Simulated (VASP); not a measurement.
Set up this calculation in VASP 6.6.1, as the native input.

```yaml
Task: relaxation of cell and atoms
Functional: PBEsol
Potentials_or_basis: VASP PAW PBE potentials, release 64 (Si, C)
Cutoff: 600 eV
k_mesh: 12 × 12 × 2
Occupations: fermi-dirac, width 0.02 eV
Spin: no spin polarisation
Dipole_correction: no
Further_INCAR_settings: ALGO = Normal; EDIFF = 1e-06; IBRION = 2; EDIFFG = -0.005; NSW = 80; ISIF = 3
```

The structure of SiC lies in POSCAR:

```
SiC
1.0
    3.0940311569      0.0000000000      0.0000000000
   -1.5470155785      2.6795095819      0.0000000000
    0.0000000000      0.0000000000     10.1290649692
Si C
4 4
Direct
    0.0000000000      0.0000000000     -0.0001500102
    0.3333333333      0.6666666667      0.2499054349
    0.0000000000      0.0000000000      0.4998499898
    0.6666666667      0.3333333333      0.7499054349
    0.0000000000      0.0000000000      0.1873051258
    0.3333333333      0.6666666667      0.4379394496
    0.0000000000      0.0000000000      0.6873051258
    0.6666666667      0.3333333333      0.9379394496
```

The input as run:

INCAR

```
PREC = Accurate
ENCUT = 600
EDIFF = 1E-6
ISMEAR = -1
SIGMA = 0.02
LREAL = False
LASPH = True
NELM = 60
ALGO = Normal
ISIF = 3
LWAVE = False
LCHARG = False
GGA = PS
IBRION = 2
NSW = 80
EDIFFG = -0.005
```

KPOINTS

```
Automatic mesh
0
Gamma
  12 12 2
```

Potentials or basis: VASP PAW PBE potentials, release 64 (Si, C).

The run is started by

```bash
$ cat potpaw_PBE.64/Si/POTCAR potpaw_PBE.64/C/POTCAR > POTCAR
$ mpirun -np 1 vasp_std > vasp.out
```

It gave:

```
Relaxed volume                         : 10.34 Å³/atom
Relaxed cell                           : a = 3.079 Å, b = 3.079 Å, c = 10.080 Å, α = 90.00°, β = 90.00°, γ = 120.00°
Space group after relaxing (to 0.05 Å) : P6_3mc (No. 186)
Energy gained by relaxing              : 1.5 meV/atom
Ionic steps                            : 3
Pressure after relaxing                : 0.0 GPa
Largest force after relaxing           : 0.004 eV/Å
Band gap on the k mesh                 : 2.11 eV, indirect (least direct gap 3.23 eV)
```

Caveat: the PAW data sets were made with another functional, which shifts forces and pressure a little.

It took 2.9 min on 1 thread of Intel Xeon 6975P-C, with other jobs on the host, peak memory 0.28 GiB.
